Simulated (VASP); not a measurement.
# NaCl (Pm-3m) in VASP: single point with PBE

Aim: the single point of NaCl with PBE.

Program: VASP 6.6.1. These are calculated values, not measurements. Logs are shortened: lines on timing, memory, paths and dates and some standing lists are left out, and cuts for length are marked.

## 1. The cell of the first run

It takes space group Pm-3m (No. 221, cubic). The conventional cell has a = 3.554 Å, b = 3.554 Å, c = 3.554 Å, α = 90.00°, β = 90.00°, γ = 90.00°. Na (site symmetry m-3m) has 8 Cl at 3.08 Å and 6 Na at 3.55 Å within 4.1 Å. Cl (site symmetry m-3m) has 8 Na at 3.08 Å and 6 Cl at 3.55 Å within 4.1 Å.

## 2. Single point, PBE (22.45 Å³/atom)

File INCAR:

```
SYSTEM = NaCl
ALGO = Normal
EDIFF = 1E-6
ENCUT = 520
GGA = PE
ISIF = 2
ISMEAR = 0
LASPH = .TRUE.
LCHARG = .TRUE.
LELF = .TRUE.
LREAL = .FALSE.
LVHAR = .TRUE.
LWAVE = .FALSE.
NBANDS = 14
NELM = 60
PREC = Accurate
SIGMA = 0.05
```

File KPOINTS:

```
k-points
0
G
  12 12 12
  0 0 0
```

File POSCAR:

```
NaCl
1.0
    3.5540750634      0.0000000000      0.0000000000
    0.0000000000      3.5540750634      0.0000000000
    0.0000000000      0.0000000000      3.5540750634
Na Cl
1 1
Direct
    0.0000000000      0.0000000000      0.0000000000
    0.5000000000      0.5000000000      0.5000000000
```

Potentials or basis: VASP PAW PBE potentials, release 64 (Na_pv, Cl).

Run with:

```bash
> cat potpaw_PBE.64/Na_pv/POTCAR potpaw_PBE.64/Cl/POTCAR > POTCAR
> mpirun -np 1 vasp_std > vasp.out
```

OUTCAR:

```text
SYSTEM = NaCl
   EDIFF = 1E-6
   ENCUT = 520
   GGA = PE
   ISIF = 2
   ISMEAR = 0
   LASPH = .TRUE.
   LREAL = .FALSE.
   NELM = 60
   PREC = Accurate

 ion  position               nearest neighbor table
   1  0.000  0.000  0.000-
   2  0.500  0.500  0.500-

  LATTYP: Found a simple cubic cell.
 ALAT       =     3.5540750634

  Lattice vectors:

 A1 = (   3.5540750634,   0.0000000000,   0.0000000000)
 A2 = (   0.0000000000,   3.5540750634,   0.0000000000)
 A3 = (   0.0000000000,   0.0000000000,   3.5540750634)

Analysis of symmetry for initial positions (statically):
=====================================================================
 Subroutine PRICEL returns:
 Original cell was already a primitive cell.

 Routine SETGRP: Setting up the symmetry group for a
 simple cubic supercell.

 Subroutine GETGRP returns: Found 48 space group operations
 (whereof 48 operations were pure point group operations)
 out of a pool of 48 trial point group operations.

The static configuration has the point symmetry O_h .

Analysis of symmetry for dynamics (positions and initial velocities):
=====================================================================
 Subroutine PRICEL returns:
 Original cell was already a primitive cell.

 Routine SETGRP: Setting up the symmetry group for a
 simple cubic supercell.

 Subroutine GETGRP returns: Found 48 space group operations
 (whereof 48 operations were pure point group operations)
 out of a pool of 48 trial point group operations.

The dynamic configuration has the point symmetry O_h .

 Subroutine INISYM returns: Found 48 space group operations
 (whereof 48 operations are pure point group operations),
 and found     1 'primitive' translations

----------------------------------------------------------------------------------------

                                     Primitive cell

  volume of cell :      44.8931

  direct lattice vectors                    reciprocal lattice vectors
     3.554075063  0.000000000  0.000000000     0.281367158  0.000000000  0.000000000
     0.000000000  3.554075063  0.000000000     0.000000000  0.281367158  0.000000000
     0.000000000  0.000000000  3.554075063     0.000000000  0.000000000  0.281367158

  length of vectors
     3.554075063  3.554075063  3.554075063     0.281367158  0.281367158  0.281367158

  position of ions in fractional coordinates (direct lattice)
     0.000000000  0.000000000  0.000000000
     0.500000000  0.500000000  0.500000000

  ion indices of the primitive-cell ions
   primitive index   ion index
                 1           1
                 2           2

----------------------------------------------------------------------------------------

 KPOINTS: k-points

Automatic generation of k-mesh.
 Grid dimensions read from file:
 generate k-points for:   12   12   12

 Generating k-lattice:

  Cartesian coordinates                     Fractional coordinates (reciprocal lattice)
     0.023447263  0.000000000  0.000000000     0.083333333  0.000000000  0.000000000
     0.000000000  0.023447263  0.000000000     0.000000000  0.083333333  0.000000000
     0.000000000  0.000000000  0.023447263     0.000000000  0.000000000  0.083333333

  Length of vectors
     0.023447263  0.023447263  0.023447263

  Shift w.r.t. Gamma in fractional coordinates (k-lattice)
     0.000000000  0.000000000  0.000000000

 Subroutine IBZKPT returns following result:
 ===========================================

 Found     84 irreducible k-points:

 Following reciprocal coordinates:
            Coordinates               Weight
  0.000000  0.000000  0.000000      1.000000
  0.083333  0.000000  0.000000      6.000000
  0.166667  0.000000  0.000000      6.000000
  0.250000  0.000000  0.000000      6.000000
  0.333333  0.000000  0.000000      6.000000
  0.416667  0.000000  0.000000      6.000000
[... 16 lines left out ...]
  0.333333  0.333333  0.000000     12.000000
  0.416667  0.333333  0.000000     24.000000
 [... further k-points ...]
   k-points           NKPTS =     84   k-points in BZ     NKDIM =     84   number of bands    NBANDS=     14
   number of dos      NEDOS =    301   number of ions     NIONS =      2
   total plane-waves  NPLWV =  21952
   dimension x,y,z NGX =    28 NGY =   28 NGZ =   28
   dimension x,y,z NGXF=    56 NGYF=   56 NGZF=   56
   ions per type =               1   1
   NGX,Y,Z   is equivalent  to a cutoff of  13.10, 13.10, 13.10 a.u.
   NGXF,Y,Z  is equivalent  to a cutoff of  26.19, 26.19, 26.19 a.u.
 SYSTEM =  NaCl
   PREC   = accura    normal or accurate (medium, high low for compatibility)
   ISTART =      0    job   : 0-new  1-cont  2-samecut
   ICHARG =      2    charge: 1-file 2-atom 10-const
   ISPIN  =      1    spin polarized calculation?
   LNONCOLLINEAR =      F non collinear calculations
   LSORBIT =      F    spin-orbit coupling
   LASPH  =      T    aspherical Exc in radial PAW
   ENCUT  =  520.0 eV  38.22 Ry    6.18 a.u.   6.61  6.61  6.61*2*pi/ulx,y,z
   NELM   =     60;   NELMIN=  2; NELMDL= -5     # of ELM steps
   EDIFF  = 0.1E-05   stopping-criterion for ELM
   LREAL  =      F    real-space projection
   EDIFFG = 0.1E-04   stopping-criterion for IOM
   NSW    =      0    number of steps for IOM
   IBRION =     -1    ionic relax: 0-MD 1-quasi-New 2-CG
   NFREE  =      0    steps in history (QN), initial steepest desc. (CG)
   ISIF   =      2    stress and relaxation
   ISYM   =      2    0-nonsym 1-usesym 2-fastsym
   POTIM  = 0.5000    time-step for ionic-motion
   TEBEG  =    0.0;   TEEND  =   0.0 temperature during run
   PSTRESS=    0.0 pullay stress
   NELECT =      14.0000    total number of electrons
   NUPDOWN=      -1.0000    fix difference up-down
   EMIN   =  10.00;   EMAX   =-10.00  energy-range for DOS
   EFERMI =   0.00;   METHOD = LEGACY
   ISMEAR =     0;   SIGMA  =   0.05  broadening in eV -4-tet -1-fermi 0-gaus
   EFERMI_NEDOS =   21; number of points for ismear=-14 and -15
   IALGO  =     38    algorithm
   IMIX   =      4    mixing-type and parameters
     AMIX     =   0.40;   BMIX     =  1.00
     AMIX_MAG =   1.60;   BMIX_MAG =  1.00
  volume/ion in A,a.u.               =      22.45       151.48
  Fermi-wavevector in a.u.,A,eV,Ry     =   1.110174  2.097924 16.768984  1.232486
  Thomas-Fermi vector in A             =   2.246722
   LORBIT       =      0    0 simple, 1 ext, 2 COOP (PROOUT), +10 PAW based schemes
   GGA     = PE    functional components
   LHFCALC =     F    Hartree Fock is set to
   AEXX    =    0.0000 exact exchange contribution
   IVDW    =     0    specifies the selected vdW correction
   LEPSILON=     F    determine dielectric tensor
   LRPA    =     F    only Hartree local field effects (RPA)
 non-spin polarized calculation
 Gauss-broadening in eV      SIGMA  =   0.05
  energy-cutoff  :      520.00
  volume of cell :       44.89
 maximum number of plane-waves:      1228
 NGX is ok and might be reduce to    28
   NGX = 13   NGY = 13   NGZ = 13

 number of electron      13.9999992 magnetization

 Free energy of the ion-electron system (eV)
  ---------------------------------------------------
  ext. energy  EPLUGINS =         0.00000000
  ---------------------------------------------------
  free energy    TOTEN  =        -6.46344797 eV

  energy without entropy =       -6.46344797  energy(sigma->0) =       -6.46344797

 E-fermi :   0.3913     XC(G=0):  -8.2436

 val. band max:        0.1285605621   @ k =   0.5000   0.5000   0.0000
 cond. band min:       3.9656903642   @ k =   0.0000   0.0000   0.0000
 fundamental gap:      3.8371298021
 Fermi energy:         0.3912789368

 k-point     1 :       0.0000    0.0000    0.0000
  band No.  band energies     occupation
      1     -21.9961      2.00000
      2     -21.9961      2.00000
      3     -21.9961      2.00000
      4     -13.1022      2.00000
      5      -0.3273      2.00000
      6      -0.3273      2.00000
      7      -0.3273      2.00000
      8       3.9657      0.00000
      9       8.7473      0.00000
     10       8.7473      0.00000
     11      15.4052      0.00000
     12      15.4052      0.00000
     13      15.4052      0.00000
     14      15.8835      0.00000

 k-point     2 :       0.0833    0.0000    0.0000
  band No.  band energies     occupation
      1     -21.9984      2.00000
      2     -21.9959      2.00000
      3     -21.9959      2.00000
      4     -13.0824      2.00000
      5      -0.5477      2.00000
      6      -0.3133      2.00000
      7      -0.3133      2.00000
      8       4.1727      0.00000
      9       8.8217      0.00000
     10       8.8842      0.00000
     11      14.6901      0.00000
     12      14.6901      0.00000
     13      15.2000      0.00000
     14      15.9355      0.00000

 k-point     3 :       0.1667    0.0000    0.0000
  band No.  band energies     occupation
      1     -22.0046      2.00000
      2     -21.9953      2.00000
      3     -21.9953      2.00000
      4     -13.0273      2.00000
      5      -1.0676      2.00000
      6      -0.2745      2.00000
      7      -0.2745      2.00000
      8       4.6724      0.00000
      9       9.0428      0.00000
     10       9.1929      0.00000
     11      13.7919      0.00000
     12      13.7919      0.00000
     13      14.8664      0.00000
     14      16.0856      0.00000

 k-point     4 :       0.2500    0.0000    0.0000
  band No.  band energies     occupation
      1     -22.0131      2.00000
      2     -21.9946      2.00000
      3     -21.9946      2.00000
      4     -12.9498      2.00000
      5      -1.6585      2.00000
      6      -0.2203      2.00000
      7      -0.2203      2.00000
      8       5.2932      0.00000
      9       9.3758      0.00000
     10       9.4018      0.00000
     11      12.9956      0.00000
     12      12.9956      0.00000
     13      14.9279      0.00000
     14      15.6098      0.00000

 k-point     5 :       0.3333    0.0000    0.0000
  band No.  band energies     occupation
      1     -22.0215      2.00000
      2     -21.9938      2.00000
      3     -21.9938      2.00000
      4     -12.8696      2.00000
      5      -2.1671      2.00000
      6      -0.1646      2.00000
      7      -0.1646      2.00000
      8       5.9518      0.00000
      9       9.1734      0.00000
     10       9.8744      0.00000
     11      12.3794      0.00000
[... 276 lines left out ...]
 k-point    22 :       0.5000    0.2500    0.0000
  band No.  band energies     occupation
      1     -22.0265      2.00000
      2     -22.0081      2.00000
      3     -21.9917      2.00000
      4     -12.6702      2.00000
      5      -2.3264      2.00000
      6      -1.1547      2.00000
      7       0.0075      2.00000
      8       6.9564      0.00000
      9       8.2208      0.00000
     10      10.7128      0.00000
     11      11.5280      0.00000
     12      12.2000      0.00000
     13      13.9407      0.00000
     14      16.4680      0.00000

 k-point    23 :       0.3333    0.3333    0.0000
  band No.  band energies     occupation
      1     -22.0179      2.00000
      2     -22.0163      2.00000
      3     -21.9917      2.00000
      4     -12.6776      2.00000
      5      -1.8494      2.00000
      6      -1.6416      2.00000
      7       0.0069      2.00000
      8       6.6225      0.00000
      9       8.4848      0.00000
     10      10.6462      0.00000
     11      11.9066      0.00000
     12      12.7706      0.00000
     13      13.2057      0.00000
     14      15.7717      0.00000

 k-point    24 :       0.4167    0.3333    0.0000
  band No.  band energies     occupation
      1     -22.0228      2.00000
      2     -22.0160      2.00000
      3     -21.9912      2.00000
      4     -12.6280      2.00000
      5      -2.0612      2.00000
      6      -1.6225      2.00000
      7       0.0509      2.00000
      8       6.3944      0.00000
      9       8.7376      0.00000
     10      10.7397      0.00000
     11      11.6972      0.00000
     12      12.5338      0.00000
     13      13.1888      0.00000
     14      16.4471      0.00000

 [... further k-points ...]
[... 5 lines left out ...]
  --------------------------------------------------------------------------------------
  -------------------------------------------------------------------------------------
  Total       -0.2755411     -0.2755411     -0.2755411     -0.0000000     -0.0000000      0.0000000
  in kB       -9.8337047     -9.8337047     -9.8337047     -0.0000000     -0.0000000      0.0000000
  external PRESSURE =      -9.8337047 kB  Pullay stress =       0.0000000 kB

 VOLUME and BASIS-vectors are now :
 -----------------------------------------------------------------------------
  energy-cutoff  :      520.00
  volume of cell :       44.89
      direct lattice vectors                 reciprocal lattice vectors
     3.554075063  0.000000000  0.000000000     0.281367158  0.000000000  0.000000000
     0.000000000  3.554075063  0.000000000     0.000000000  0.281367158  0.000000000
     0.000000000  0.000000000  3.554075063     0.000000000  0.000000000  0.281367158

 POSITION                                       TOTAL-FORCE (eV/Angst)
 -----------------------------------------------------------------------------------
      0.00000      0.00000      0.00000         0.000000      0.000000      0.000000
      1.77704      1.77704      1.77704         0.000000      0.000000      0.000000
 -----------------------------------------------------------------------------------
    total drift:                               -0.000000      0.000000      0.000000

  FREE ENERGIE OF THE ION-ELECTRON SYSTEM (eV)
  ---------------------------------------------------
  free  energy   TOTEN  =        -6.4634479669 eV

  energy  without entropy=       -6.4634479669  energy(sigma->0) =       -6.46344797
```

Wall time 30 s (1 thread of Intel Xeon Platinum 8488C (Sapphire Rapids), shared host); peak memory 0.18 GiB.

Results:

```yaml
Free_energy: -6.4634 eV
Pressure: -1.0 GPa
Band_gap_on_the_k_mesh: 3.84 eV (least direct gap 4.29 eV)
```
